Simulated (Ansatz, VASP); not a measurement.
## Two plane-wave programs on Te

The input INCAR:

```
SYSTEM = Te
PREC = Accurate ; ENCUT = 400
EDIFF = 1E-6 ; ISMEAR = 0
SIGMA = 0.005 ; LREAL = .FALSE.
LASPH = .TRUE. ; NELM = 200
ALGO = Normal ; ISIF = 2
LWAVE = .FALSE. ; LCHARG = .TRUE.
ISPIN = 2 ; MAGMOM = 2
LORBIT = 11 ; GGA = PE
IVDW = 12 ; LELF = .TRUE.
LVHAR = .TRUE. ; NBANDS = 13
GGA_COMPAT = .FALSE. ; NELMDL = -8
```

File KPOINTS:

```
Automatic mesh
0
G
  1 1 1
  0 0 0
```

File POSCAR:

```
Te
1.0
   10.5000000000      0.0000000000      0.0000000000
    0.0000000000     11.0000000000      0.0000000000
    0.0000000000      0.0000000000     11.5000000000
Te
1
Direct
    0.5000000000      0.5045454500      0.5000000000
```

Input for Ansatz:

```yaml
crystal:
  lattice:
    - [10.5, 0.0, 0.0]
    - [0.0, 11.0, 0.0]
    - [0.0, 0.0, 11.5]
  atoms:
    - { symbol: Te, position: [0.5, 0.50454545, 0.5], spin: 2.0 }
magnetization:
  spin_polarized: true
hamiltonian:
  xc: pbe
  dispersion: d3bj
kpoints:
  mp_grid: { grid: [1, 1, 1] }
scf:
  occupations: { method: gaussian, width: 0.005 }
  max_iter: 140
  lower_state_search: "off"
output:
  forces: true
```

Alike in both runs: task single point; functional PBE; dispersion D3(BJ); k mesh 1 × 1 × 1; occupations gaussian, width 0.005 eV; collinear spin.

```csv
,VASP,Ansatz
version,VASP 6.6.1,Ansatz 0.2.0
potentials or method,"VASP PAW PBE potentials, release 64 (Te)","scalar-relativistic, plane waves, PAW"
plane-wave cutoff (eV),400,420
valence electrons in the cell,6,16
```

|  | VASP | Ansatz | Ansatz less VASP |
| --- | --- | --- | --- |
| net moment per atom (μB) | 2.00 | 2.00 | 0.000 |
| size of the moment on the site where the two differ most (μB) | 0.95 | 2.00 | +1.045 |

Site moments also hang on the region over which each program counts them. VASP's potentials hold 6 valence electrons a cell and Ansatz's 16, so a difference there can come from the potentials and not from the codes. Ansatz's warnings: stability check not made.

Spin-orbit coupling is off throughout.
